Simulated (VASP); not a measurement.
Here is a VASP 6.6.1 calculation.

The input INCAR:

```
SYSTEM = Si
ALGO = Normal ; EDIFF = 1E-6
ENCUT = 520 ; GGA = PS
ISIF = 2 ; ISMEAR = 0
LASPH = .TRUE. ; LCHARG = .FALSE.
LREAL = .FALSE. ; LWAVE = .FALSE.
NBANDS = 26 ; NELM = 60
PREC = Accurate ; SIGMA = 0.15
```

Contents of KPOINTS:

```
k-points
0
G
  10 10 10
  0 0 0
```

The input POSCAR:

```
Si
1.0
   -3.3417829796      3.3417829796      3.4233224843
    3.3417829796     -3.3417829796      3.4233224843
    3.3417829796      3.3417829796     -3.4233224843
Si
8
Direct
    0.2047947401      0.2047947401      0.2047947401
    0.5000000000      0.0000000000      0.2952052599
    0.2952052599      0.5000000000      0.0000000000
    0.0000000000      0.2952052599      0.5000000000
    0.7952052599      0.7952052599      0.7952052599
    0.5000000000      0.0000000000      0.7047947401
    0.7047947401      0.5000000000      0.0000000000
    0.0000000000      0.7047947401      0.5000000000
```

Potentials or basis: VASP PAW PBE potentials, release 64 (Si).

Command:

```bash
$ cat potpaw_PBE.64/Si/POTCAR > POTCAR
$ mpirun -np 1 vasp_std > vasp.out
```

Q: What does it give for the largest force?

A: 0.273 eV/Å.

Q: What does it give for the band gap on the k mesh?

A: Zero (band 16 reaches 6.77 eV, above the bottom of band 17 at 6.55 eV).

Q: Estimate the pressure.

A: -5.4 GPa.

Forces in eV/Å, atoms in the order of the input:
```
Si  -0.104 -0.236 -0.089
Si   0.104  0.236 -0.089
Si  -0.104  0.236  0.089
Si   0.104 -0.236  0.089
Si   0.104  0.236  0.089
Si  -0.104 -0.236  0.089
Si   0.104 -0.236 -0.089
Si  -0.104  0.236 -0.089
```

Caveat: the PAW data sets were made with another functional, which shifts forces and pressure a little.
